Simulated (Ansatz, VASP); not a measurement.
# AsHF: VASP beside Ansatz

```
CELL_PARAMETERS angstrom
2.53742 0.00000 0.00000
0.00000 4.04719 0.00000
0.00000 0.00000 4.90776
ATOMIC_POSITIONS crystal
H 0.00000 0.00000 0.00000
As 0.00000 0.50000 0.50000
F 0.00000 0.00000 0.50000
```

Alike in both runs: functional PBE; k mesh 18 × 12 × 10; occupations gaussian, width 0.1 eV; no spin polarisation.

Ansatz relaxed the structure, and its values are those at the end. VASP's run is a single point on that final structure, the one shown.

|  | VASP | Ansatz |
| --- | --- | --- |
| version | VASP 6.6.1 | Ansatz 0.2.0 |
| potentials or method | VASP PAW PBE potentials, release 64 (H, As, F), cutoff 600 eV | scalar-relativistic, plane waves, PAW |
| valence electrons in the cell | 13 | 23 |

|  | VASP | Ansatz | Ansatz less VASP |
| --- | --- | --- | --- |
| gap on the k mesh at the Fermi level (eV) | none | none | - |
| pressure (GPa) | -0.1 | 0.0 | +0.12 |

A gap of «none» marks a metal or a gap that the smearing closes. VASP's potentials hold 13 valence electrons a cell and Ansatz's 23, so a difference there can come from the potentials and not from the codes.
